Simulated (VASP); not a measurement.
Runs of VASP 6.6.1 on Ta. The structure is that of space group I4/mmm (No. 139), or close to it. The cells are those of the table. 

```tsv
cell	gap on the mesh (eV)	pressure (GPa)
a = 2.824 Å, angles 106.4, 106.4, 115.8°, 1 atom	none	(a)
a = 2.845 Å, angles 112.9, 112.9, 102.9°, 1 atom	none	10.1
a = 3.114 Å, angles 124.4, 124.4, 82.5°, 1 atom	none	-9.7
a = 2.873 Å, angles 116.5, 116.5, 96.1°, 1 atom	none	13.3
a = 2.971 Å, angles 114.7, 114.7, 99.5°, 1 atom	none	-10.8
a = 2.853 Å, angles 116.5, 116.5, 96.1°, 1 atom	none	(b)
a = 2.995 Å, angles 124.4, 124.4, 82.5°, 1 atom	none	(c)
a = 2.988 Å, angles 116.5, 116.5, 96.1°, 1 atom	none	-9.7
a = 2.959 Å, angles 112.9, 112.9, 102.9°, 1 atom	none	-11.9
a = 2.837 Å, angles 114.7, 114.7, 99.5°, 1 atom	none	16.6
a = 2.825 Å, angles 112.9, 112.9, 102.9°, 1 atom	none	15.1
a = 2.993 Å, angles 118.4, 118.4, 92.7°, 1 atom	none	-5.5
```

Alike in all rows: task single point; level PBE; potentials or basis VASP PAW PBE potentials, release 64 (Ta_pv); no spin polarisation; k mesh 20 × 20 × 20; cutoff (eV) 520; smearing gaussian 0.15 eV.

Estimate the missing entries.

(a) 15.2; (b) 18.6; (c) 13.2.

Caveats: spin-orbit coupling is left out, which moves the levels of the heavy elements; the stress differs along the axes, from 12 to 22 GPa (at least some runs); the stress differs along the axes, from 2 to 14 GPa (at least some runs); the stress differs along the axes, from -11 to -6 GPa (at least some runs); the stress differs along the axes, from 2 to 19 GPa (at least some runs); the stress differs along the axes, from -18 to -7 GPa (at least some runs); the stress differs along the axes, from 7 to 25 GPa (at least some runs).

A k mesh can miss the band edges, and the runs leave out spin-orbit coupling on Ta.

A gap of «none» marks levels without a gap at the run's occupations.
